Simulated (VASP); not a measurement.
A run of VASP 6.6.1:

Contents of POSCAR:

```
Os
1.0
    2.7393806551      0.0000000000      0.0000000000
   -1.3696903275      2.3723732379      0.0000000000
    0.0000000000      0.0000000000      4.3138178725
Os
2
Direct
    0.3333333333      0.6666666667      0.2500000000
    0.6666666667      0.3333333333      0.7500000000
```

The input INCAR.step1:

```
SYSTEM = Os
PREC = Accurate
ENCUT = 620
ISMEAR = -1
SIGMA = 0.2
LREAL = .FALSE.
LASPH = .TRUE.
NELM = 120
NBANDS = 23
GGA = PE
ALGO = Normal
EDIFF = 1E-5
LWAVE = .TRUE.
LCHARG = .FALSE.
GGA_COMPAT = .FALSE.
```

Contents of INCAR.step2:

```
SYSTEM = Os
PREC = Accurate
ENCUT = 620
EDIFF = 1E-6
ISMEAR = -1
SIGMA = 0.2
LREAL = .FALSE.
LASPH = .TRUE.
NELM = 120
ALGO = Normal
ISIF = 2
LWAVE = .FALSE.
LCHARG = .FALSE.
METAGGA = R2SCAN
LMIXTAU = .TRUE.
NBANDS = 23
ISTART = 1
GGA_COMPAT = .FALSE.
```

KPOINTS

```
Automatic mesh
0
G
  13 13 7
  0 0 0
```

Potentials or basis: VASP PAW PBE potentials, release 64 (Os_sv_GW).

Launch:

```sh
$ cat potpaw_PBE.64/Os_sv_GW/POTCAR > POTCAR
$ cp INCAR.step1 INCAR
$ mpirun -np 1 vasp_std > vasp.out
$ cp INCAR.step2 INCAR
$ mpirun -np 1 vasp_std > vasp.out
```

Hardware: 1 thread of Intel(R) Xeon(R) Platinum 8375C CPU @ 2.90GHz (Ice Lake), with other jobs on the host.

Estimate the wall time of this run.

It took 2.3 min on 1 thread of Intel(R) Xeon(R) Platinum 8375C CPU @ 2.90GHz (Ice Lake), on a shared host, peak memory 0.21 GiB. Counts: k points 84.
